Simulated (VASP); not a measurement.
Ge, 2 atoms in the cell. It takes space group Fd-3m (No. 227, cubic). Conventional cell: a = 5.762 Å, b = 5.762 Å, c = 5.762 Å, α = 90.00°, β = 90.00°, γ = 90.00°. Ge (site symmetry -43m) has 4 Ge at 2.49 Å within 3.3 Å. 

```yaml
Program: VASP 6.6.1
Task: single point
Functional: PBE
Potentials_or_basis: VASP PAW PBE potentials, release 64 (Ge_d)
Cutoff: 500 eV
k_mesh: 12 × 12 × 12
Occupations: gaussian, width 0.1 eV
Spin: no spin polarisation
Dipole_correction: no
Further_INCAR_settings: ALGO = Normal; EDIFF = 1e-06; NBANDS = 21
```

Potentials or basis: VASP PAW PBE potentials, release 64 (Ge_d).

The run is started by

```console
$ cat potpaw_PBE.64/Ge_d/POTCAR > POTCAR
$ mpirun -np 1 vasp_std > vasp.out
```

Hardware: 1 thread of Intel Xeon 8259CL (shared host).

Question: How long does it take, and how much memory?

Answer: Run time: 100 s on 1 thread of Intel Xeon 8259CL, with other jobs on the host, peak memory 0.2 GiB. Counts: scf iterations 12, k points 72.
